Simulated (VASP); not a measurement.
Cu, 1 atom in the cell. It takes space group I4/mmm (No. 139, tetragonal). The conventional cell has a = 2.866 Å, b = 2.866 Å, c = 2.734 Å, α = 90.00°, β = 90.00°, γ = 90.00°. Cu (site symmetry 4/mmm) has 14 Cu at 2.44 to 2.87 Å within 3.2 Å. 

* Program: VASP 6.6.1
* Task: single point
* Functional: PBEsol
* Potentials or basis: VASP PAW PBE potentials, release 64 (Cu)
* Cutoff: 520 eV
* k mesh: 14 × 14 × 14
* Occupations: fermi-dirac, width 0.05 eV
* Spin: no spin polarisation
* Dipole correction: no
* Further INCAR settings: ALGO = Normal; EDIFF = 1e-06; NBANDS = 12

Potentials or basis: VASP PAW PBE potentials, release 64 (Cu).

Run with:

```console
$ cat potpaw_PBE.64/Cu/POTCAR > POTCAR
$ mpirun -np 1 vasp_std > vasp.out
```

Hardware: 1 thread of Intel(R) Xeon(R) Platinum 8488C (Sapphire Rapids), with other jobs on the host.

**Question.** How long does it take, and how much memory?

**Answer.** It took 21 s on 1 thread of Intel(R) Xeon(R) Platinum 8488C (Sapphire Rapids), with other jobs on the host, peak memory 0.14 GiB. Counts: scf iterations 11, k points 244.
